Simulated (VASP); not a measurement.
# CdTeSe3 (R3m) in VASP: further runs

The runs below take CdTeSe3 through single point, relaxation of cell and atoms, with PBE.

All numbers are computed with VASP 6.6.1; they aren't measurements. Logs are shortened: lines on timing, memory, paths and dates and some standing lists are left out, and cuts for length are marked.

## Step 1: The cell of the first run

The structure is trigonal, space group R3m (No. 160). Conventional cell: a = 6.095 Å, b = 6.095 Å, c = 13.397 Å, α = 90.00°, β = 90.00°, γ = 120.00°. Within 3.7 Å of Cd (site symmetry 3m) lie 6 Se at 2.84 to 2.85 Å. Te (site symmetry 3m) has 6 Se at 3.05 Å and 6 Cd at 4.12 to 4.21 Å within 4.3 Å. Within 3.7 Å of Se (site symmetry m) lie 2 Cd at 2.84 to 2.85 Å and 4 Se at 3.04 to 3.05 Å and 2 Te at 3.05 Å.

The cell was built from a structure type or drawn by symmetry, and may not be a known phase.

## Step 2: Single point, PBE

The input, INCAR:

```
SYSTEM = CdTeSe3
  ALGO = Normal
  EDIFF = 1E-6
  ENCUT = 520
  GGA = PE
  ISIF = 2
  ISMEAR = 0
  LASPH = .True.
  LCHARG = .False.
  LREAL = .False.
  LWAVE = .False.
  NBANDS = 26
  NELM = 80
  PREC = Accurate
  SIGMA = 0.1
```

The input, KPOINTS:

```
k-points
0
Gamma
  6 6 6
  0 0 0
```

The input, POSCAR:

```
CdTeSe3
1.0
    3.0475920199      1.7595280731      4.4656416018
   -3.0475920199      1.7595280731      4.4656416018
    0.0000000000     -3.5190561462      4.4656416018
Cd Te Se
1 1 3
Direct
    0.3778300362      0.3778300362      0.3778300362
    0.8841875844      0.8841875844      0.8841875844
    0.3771136154      0.8776121286      0.3771136154
    0.3771136154      0.3771136154      0.8776121286
    0.8776121286      0.3771136154      0.3771136154
```

Potentials or basis: VASP PAW PBE potentials, release 64 (Cd, Te, Se).

Started as:

```sh
$ cat potpaw_PBE.64/Cd/POTCAR potpaw_PBE.64/Te/POTCAR potpaw_PBE.64/Se/POTCAR > POTCAR
$ mpirun -np 1 vasp_std > vasp.out
```

OUTCAR:

```text
SYSTEM = CdTeSe3
   EDIFF = 1E-6
   ENCUT = 520
   GGA = PE
   ISIF = 2
   ISMEAR = 0
   LASPH = .True.
   LREAL = .False.
   NELM = 80
   PREC = Accurate

 ion  position               nearest neighbor table
   1  0.378  0.378  0.378-   3 2.84   5 2.84   4 2.84   3 2.85   5 2.85   4 2.85
   2  0.884  0.884  0.884-   4 3.05   4 3.05   3 3.05   5 3.05   3 3.05   5 3.05
   3  0.377  0.878  0.377-   1 2.84   1 2.85   2 3.05   2 3.05
   4  0.377  0.377  0.878-   1 2.84   1 2.85   2 3.05   2 3.05
   5  0.878  0.377  0.377-   1 2.84   1 2.85   2 3.05   2 3.05

  LATTYP: Found a trigonal (rhomboedric) cell.
 ALAT       =     5.6855704266
 COS(alpha) =     0.4253603828

  Lattice vectors:

 A1 = (   3.0475920199,   1.7595280731,   4.4656416018)
 A2 = (  -3.0475920199,   1.7595280731,   4.4656416018)
 A3 = (   0.0000000000,  -3.5190561462,   4.4656416018)

Analysis of symmetry for initial positions (statically):
=====================================================================
 Subroutine PRICEL returns:
 Original cell was already a primitive cell.

 Routine SETGRP: Setting up the symmetry group for a
 trigonal (rhombohedral) supercell.

 Subroutine GETGRP returns: Found  6 space group operations
 (whereof  6 operations were pure point group operations)
 out of a pool of 12 trial point group operations.

The static configuration has the point symmetry C_3v.

Analysis of symmetry for dynamics (positions and initial velocities):
=====================================================================
 Subroutine PRICEL returns:
 Original cell was already a primitive cell.

 Routine SETGRP: Setting up the symmetry group for a
 trigonal (rhombohedral) supercell.

 Subroutine GETGRP returns: Found  6 space group operations
 (whereof  6 operations were pure point group operations)
 out of a pool of 12 trial point group operations.

The dynamic configuration has the point symmetry C_3v.

 Subroutine INISYM returns: Found  6 space group operations
 (whereof  6 operations are pure point group operations),
 and found     1 'primitive' translations

----------------------------------------------------------------------------------------

                                     Primitive cell

  volume of cell :     143.6773

  direct lattice vectors                    reciprocal lattice vectors
     3.047592020  1.759528073  4.465641602     0.164063955  0.094722369  0.074643996
    -3.047592020  1.759528073  4.465641602    -0.164063955  0.094722369  0.074643996
     0.000000000 -3.519056146  4.465641602     0.000000000 -0.189444737  0.074643996

  length of vectors
     5.685570427  5.685570427  5.685570427     0.203619829  0.203619829  0.203619829

  position of ions in fractional coordinates (direct lattice)
     0.377830036  0.377830036  0.377830036
     0.884187584  0.884187584  0.884187584
     0.377113615  0.877612129  0.377113615
     0.377113615  0.377113615  0.877612129
     0.877612129  0.377113615  0.377113615

  ion indices of the primitive-cell ions
   primitive index   ion index
                 1           1
                 2           2
                 3           3
                 4           4
                 5           5

----------------------------------------------------------------------------------------

 KPOINTS: k-points

Automatic generation of k-mesh.
 Grid dimensions read from file:
 generate k-points for:    6    6    6

 Generating k-lattice:

  Cartesian coordinates                     Fractional coordinates (reciprocal lattice)
     0.027343992  0.015787061  0.012440666     0.166666667 -0.000000000  0.000000000
    -0.027343992  0.015787061  0.012440666    -0.000000000  0.166666667  0.000000000
     0.000000000 -0.031574123  0.012440666     0.000000000  0.000000000  0.166666667

  Length of vectors
     0.033936638  0.033936638  0.033936638

  Shift w.r.t. Gamma in fractional coordinates (k-lattice)
     0.000000000  0.000000000  0.000000000

 Subroutine IBZKPT returns following result:
 ===========================================

 Found     32 irreducible k-points:

 Following reciprocal coordinates:
            Coordinates               Weight
  0.000000  0.000000  0.000000      1.000000
  0.166667 -0.000000  0.000000      6.000000
  0.333333 -0.000000  0.000000      6.000000
  0.500000  0.000000 -0.000000      3.000000
  0.166667  0.166667  0.000000      6.000000
  0.333333  0.166667  0.000000     12.000000
[... 16 lines left out ...]
  0.500000  0.500000  0.166667      6.000000
 -0.333333  0.500000  0.166667     12.000000
 [... further k-points ...]
   k-points           NKPTS =     32   k-points in BZ     NKDIM =     32   number of bands    NBANDS=     26
   number of dos      NEDOS =    301   number of ions     NIONS =      5
   total plane-waves  NPLWV =  74088
   dimension x,y,z NGX =    42 NGY =   42 NGZ =   42
   dimension x,y,z NGXF=    84 NGYF=   84 NGZF=   84
   ions per type =               1   1   3
[... 63 lines left out ...]
 cond. band min:       2.9886577734   @ k =   0.3333   0.1667   0.0000
 fundamental gap:      0.1591314916
 Fermi energy:         2.8408532822

 k-point     1 :       0.0000    0.0000    0.0000
  band No.  band energies     occupation
      1     -11.6898      2.00000
      2      -9.3091      2.00000
      3      -9.3091      2.00000
      4      -6.9323      2.00000
      5      -5.4904      2.00000
      6      -5.4904      2.00000
[... 18 lines left out ...]
     25       7.7001      0.00000
     26       9.9540      0.00000

 k-point     2 :       0.1667   -0.0000    0.0000
  band No.  band energies     occupation
      1     -11.5718      2.00000
      2      -9.4842      2.00000
      3      -9.3309      2.00000
      4      -7.1008      2.00000
      5      -5.5106      2.00000
      6      -5.4943      2.00000
[... 18 lines left out ...]
     25       8.1078      0.00000
     26       9.9036      0.00000

 k-point     3 :       0.3333   -0.0000    0.0000
  band No.  band energies     occupation
      1     -11.2418      2.00000
      2      -9.9494      2.00000
      3      -9.3733      2.00000
      4      -7.3352      2.00000
      5      -5.6995      2.00000
      6      -5.5009      2.00000
[... 18 lines left out ...]
     25       8.7093      0.00000
     26       9.6075      0.00000

 k-point     4 :       0.5000    0.0000   -0.0000
  band No.  band energies     occupation
      1     -10.9179      2.00000
      2     -10.3483      2.00000
      3      -9.3939      2.00000
      4      -7.4164      2.00000
      5      -5.7928      2.00000
      6      -5.5037      2.00000
[... 18 lines left out ...]
     25       9.4390      0.00000
     26      10.1671      0.00000

 k-point     5 :       0.1667    0.1667    0.0000
  band No.  band energies     occupation
      1     -11.5569      2.00000
      2      -9.4886      2.00000
      3      -9.3061      2.00000
      4      -7.1079      2.00000
      5      -5.5440      2.00000
      6      -5.5001      2.00000
[... 18 lines left out ...]
     25       8.2280      0.00000
     26       9.4322      0.00000

 k-point     6 :       0.3333    0.1667    0.0000
  band No.  band energies     occupation
      1     -11.3187      2.00000
      2      -9.7673      2.00000
      3      -9.3941      2.00000
      4      -7.2799      2.00000
      5      -5.7060      2.00000
      6      -5.5260      2.00000
[... 427 lines left out ...]
 k-point    21 :      -0.3333    0.3333    0.1667
  band No.  band energies     occupation
      1     -10.8571      2.00000
      2     -10.2637      2.00000
      3      -9.4896      2.00000
      4      -7.3765      2.00000
      5      -5.7276      2.00000
      6      -5.6795      2.00000
[... 18 lines left out ...]
     25       9.3774      0.00000
     26      10.1654      0.00000

 k-point    22 :      -0.1667    0.3333    0.1667
  band No.  band energies     occupation
      1     -10.9414      2.00000
      2     -10.2141      2.00000
      3      -9.5013      2.00000
      4      -7.3934      2.00000
      5      -5.7093      2.00000
      6      -5.5226      2.00000
[... 18 lines left out ...]
     25       9.2063      0.00000
     26       9.8386      0.00000

 k-point    23 :       0.5000    0.5000    0.1667
  band No.  band energies     occupation
      1     -11.1103      2.00000
      2      -9.9777      2.00000
      3      -9.2702      2.00000
      4      -7.3910      2.00000
      5      -5.8311      2.00000
      6      -5.7917      2.00000
[... 18 lines left out ...]
     25       9.4134      0.00000
     26      10.0124      0.00000

 k-point    24 :      -0.3333    0.5000    0.1667
  band No.  band energies     occupation
      1     -10.8232      2.00000
      2     -10.2807      2.00000
      3      -9.4671      2.00000
      4      -7.3940      2.00000
      5      -5.8108      2.00000
      6      -5.7025      2.00000
[... 18 lines left out ...]
     25       9.3123      0.00000
     26      10.3014      0.00000

 [... further k-points ...]
[... 5 lines left out ...]
  --------------------------------------------------------------------------------------
  -------------------------------------------------------------------------------------
  Total       -0.0158100     -0.0158100      0.1504678      0.0000000      0.0000000     -0.0000000
  in kB       -0.1763012     -0.1763012      1.6778995      0.0000000      0.0000000     -0.0000000
  external PRESSURE =       0.4417657 kB  Pullay stress =       0.0000000 kB

 VOLUME and BASIS-vectors are now :
 -----------------------------------------------------------------------------
  energy-cutoff  :      520.00
  volume of cell :      143.68
      direct lattice vectors                 reciprocal lattice vectors
     3.047592020  1.759528073  4.465641602     0.164063955  0.094722369  0.074643996
    -3.047592020  1.759528073  4.465641602    -0.164063955  0.094722369  0.074643996
     0.000000000 -3.519056146  4.465641602     0.000000000 -0.189444737  0.074643996

 POSITION                                       TOTAL-FORCE (eV/Angst)
 -----------------------------------------------------------------------------------
      0.00000      0.00000      5.06176         0.000000      0.000000     -0.019122
      0.00000      0.00000     11.84539         0.000000      0.000000     -0.014319
     -1.52532      0.88064      7.28721         0.001309     -0.000756      0.011147
      0.00000     -1.76128      7.28721         0.000000      0.001511      0.011147
      1.52532      0.88064      7.28721        -0.001309     -0.000756      0.011147
 -----------------------------------------------------------------------------------
    total drift:                               -0.000000      0.000000      0.000315

  FREE ENERGIE OF THE ION-ELECTRON SYSTEM (eV)
  ---------------------------------------------------
  free  energy   TOTEN  =       -13.3195110931 eV

  energy  without entropy=      -13.2983964193  energy(sigma->0) =      -13.30895376
```

It took 47 s on 1 thread of Intel Xeon 6975P-C (Granite Rapids), shared host; peak memory 0.33 GiB.

What came out:

```yaml
Free_energy: -13.3195 eV
Pressure: 0.0 GPa
Largest_force: 0.019 eV/Å
Band_gap_on_the_k_mesh: zero (bands 18 and 19 overlap by 1.98 eV)
```

Forces in eV/Å, atoms in the order of the input:
```
Cd   0.000  0.000 -0.019
Te   0.000  0.000 -0.014
Se   0.001 -0.001  0.011
Se   0.000  0.002  0.011
Se  -0.001 -0.001  0.011
```

Caveat: spin-orbit coupling is left out, which moves the levels of the heavy elements.

## Step 3: Single point, PBE

This run uses another cell than the first one, of 28.62 Å³/atom.

The input, INCAR:

```
SYSTEM = CdTeSe3
PREC = Accurate
ENCUT = 520
EDIFF = 1E-6
ISMEAR = 0
SIGMA = 0.1
LREAL = .False.
LASPH = .True.
NELM = 100
ALGO = Normal
ISIF = 2
LWAVE = .False.
LCHARG = .False.
GGA = PE
NBANDS = 26
```

The input, KPOINTS:

```
regular mesh
0
Gamma
  12 12 12
  0 0 0
```

The input, POSCAR:

```
CdTeSe3
1.0
    3.0470152464      1.7591950727      4.4499076032
   -3.0470152464      1.7591950727      4.4499076032
    0.0000000000     -3.5183901455      4.4499076032
Cd Te Se
1 1 3
Direct
    0.3787117130      0.3787117130      0.3787117130
    0.8791316397      0.8791316397      0.8791316397
    0.3786527416      0.8787081441      0.3786527416
    0.3786527416      0.3786527416      0.8787081441
    0.8787081441      0.3786527416      0.3786527416
```

Potentials or basis: VASP PAW PBE potentials, release 64 (Cd, Te, Se).

Started as:

```sh
$ cat potpaw_PBE.64/Cd/POTCAR potpaw_PBE.64/Te/POTCAR potpaw_PBE.64/Se/POTCAR > POTCAR
$ mpirun -np 1 vasp_std > vasp.out
```

It took 4.5 min on 1 thread of Intel Xeon 6975P-C (Granite Rapids), shared host; peak memory 0.78 GiB.

The run converged. Its results:

```
Free energy            : -13.3417 eV
Pressure               : 0.1 GPa
Band gap on the k mesh : zero (bands 18 and 19 overlap by 2.05 eV)
```

Stress tensor (GPa, compression positive):
```
0.04 0.00 0.00
0.00 0.04 0.00
0.00 0.00 0.19
```

Levels at points of the mesh, in eV from the Fermi level:
```csv
k point,band 15,band 16,band 17,band 18,band 19,band 20,band 21,band 22
"(0.00, 0.00, 0.00)",-2.02,-1.10,-0.34,0.44,0.98,0.98,3.72,3.72
"(0.50, 0.00, 0.00)",-1.80,-1.77,-1.53,-0.98,-0.86,1.35,1.88,2.68
"(0.50, 0.50, 0.00)",-1.98,-1.48,-1.01,-0.71,-0.23,1.50,2.67,3.31
"(0.50, 0.50, 0.50)",-0.74,-0.13,0.50,1.19,1.19,3.52,3.52,3.72
```

Caveat: spin-orbit coupling is left out, which moves the levels of the heavy elements.

## Step 4: Relaxation of cell and atoms, PBE

The input, INCAR:

```
PREC     = Accurate       # precision mode
ENCUT    = 600            # plane-wave cutoff, eV
EDIFF    = 1E-6           # SCF threshold, eV
ISMEAR   = 0              # smearing method
SIGMA    = 0.1            # smearing width, eV
LREAL    = F              # projectors in reciprocal space
LASPH    = T              # aspherical terms in the spheres
NELM     = 80             # most SCF steps
ALGO     = Fast           # electronic algorithm
ISIF     = 3              # what is computed and relaxed
LWAVE    = F              # write WAVECAR
LCHARG   = F              # write CHGCAR
GGA      = PE             # functional
IBRION   = 2              # ionic algorithm
NSW      = 100            # ionic steps
EDIFFG   = -0.01          # ionic threshold
```

The input, KPOINTS:

```
Automatic mesh
0
Gamma
  12 12 12
```

The input, POSCAR:

```
CdTeSe3
1.0
    3.0475920199      1.7595280731      4.4656416018
   -3.0475920199      1.7595280731      4.4656416018
    0.0000000000     -3.5190561462      4.4656416018
Cd Te Se
1 1 3
Direct
    0.3778300362      0.3778300362      0.3778300362
    0.8841875844      0.8841875844      0.8841875844
    0.3771136154      0.8776121286      0.3771136154
    0.3771136154      0.3771136154      0.8776121286
    0.8776121286      0.3771136154      0.3771136154
```

Started as:

```sh
$ cat potpaw_PBE.64/Cd/POTCAR potpaw_PBE.64/Te/POTCAR potpaw_PBE.64/Se/POTCAR > POTCAR
$ mpirun -np 1 vasp_std > vasp.out
```

Run time: 42 min. Hardware: 1 thread of Oxide Virtual Turin-like, shared host; peak memory 0.92 GiB.

It converged, with:

| Property | Result |
| --- | --- |
| Free energy | -13.3414 eV |
| Relaxed volume | 28.72 Å³/atom |
| Relaxed cell | a = 5.686 Å, b = 5.686 Å, c = 5.686 Å, α = 64.80°, β = 64.80°, γ = 64.80° |
| Space group after relaxing (to 0.1 Å) | R3m (No. 160) |
| Energy gained by relaxing | 0.0 meV/atom |
| Ionic steps | 11 |
| Pressure after relaxing | 0.0 GPa |
| Largest force after relaxing | 0.010 eV/Å |
| Band gap on the k mesh | zero (bands 18 and 19 overlap by 2.03 eV) |

Forces on the atoms (eV/Å):
```
Cd   0.000  0.000  0.002
Te   0.000  0.000 -0.010
Se   0.001  0.000  0.002
Se   0.000  0.001  0.002
Se  -0.001  0.000  0.002
```

The path:
```tsv
step	energy change (eV)	largest force (eV/Å)	pressure (GPa)	volume (Å³)
1	0.0000	0.0190	-0.08	143.68
2	-0.0001	0.0116	0.02	143.39
3	-0.0001	0.0113	0.02	143.41
4	-0.0001	0.0113	0.02	143.44
5	-0.0001	0.0114	0.01	143.46
6	-0.0001	0.0115	0.01	143.47
7	-0.0001	0.0161	0.01	143.49
8	-0.0001	0.0114	0.00	143.48
9	-0.0001	0.0112	0.00	143.48
10	-0.0001	0.0105	-0.01	143.51
11	-0.0002	0.0096	-0.04	143.61
```

Final structure:
```xyz
5
Lattice="3.0465 1.7589 4.4670 -3.0465 1.7589 4.4670 0.0000 -3.5177 4.4670" Properties=species:S:1:pos:R:3 pbc="T T T"
Cd    0.0000    0.0000    5.0615
Te    0.0000    0.0000   11.8427
Se   -1.5240    0.8799    7.2920
Se    0.0000   -1.7598    7.2920
Se    1.5240    0.8799    7.2920
```

Levels at points of the mesh, in eV from the Fermi level:
```
           k point  band 15  band 16  band 17  band 18  band 19  band 20  band 21  band 22
(0.00, 0.00, 0.00)    -2.01    -1.14    -0.34     0.44     0.98     0.98     3.67     3.67
(0.50, 0.00, 0.00)    -1.80    -1.78    -1.54    -0.98    -0.85     1.36     1.83     2.67
(0.50, 0.50, 0.00)    -1.98    -1.49    -1.01    -0.72    -0.24     1.50     2.65     3.25
(0.50, 0.50, 0.50)    -0.75    -0.15     0.51     1.18     1.18     3.43     3.43     3.79
```

Caveat: spin-orbit coupling is left out, which moves the levels of the heavy elements.

## Step 5: The runs side by side

```csv
task,cell,k mesh,cutoff (eV),gap on the mesh (eV),pressure (GPa),largest force (eV/Å)
single point,"a = 5.686 Å, angles 64.8°, 5 atoms, atomic positions A",6 × 6 × 6,520,none,0.0,0.02
single point,"a = 5.673 Å, angles 65.0°, 5 atoms, atomic positions B",12 × 12 × 12,520,none,0.1,-
relaxation of cell and atoms,"relaxed from a = 5.686 Å, angles 64.8°, 5 atoms, atomic positions A",12 × 12 × 12,600,none,0.0,0.01
```

Alike in all rows: level PBE; potentials or basis VASP PAW PBE potentials, release 64 (Cd, Te, Se); no spin polarisation; smearing gaussian 0.1 eV.

Caveats: spin-orbit coupling is left out, which moves the levels of the heavy elements.

Total energies depend on the potentials used, so only differences within one code and one set of settings carry meaning.
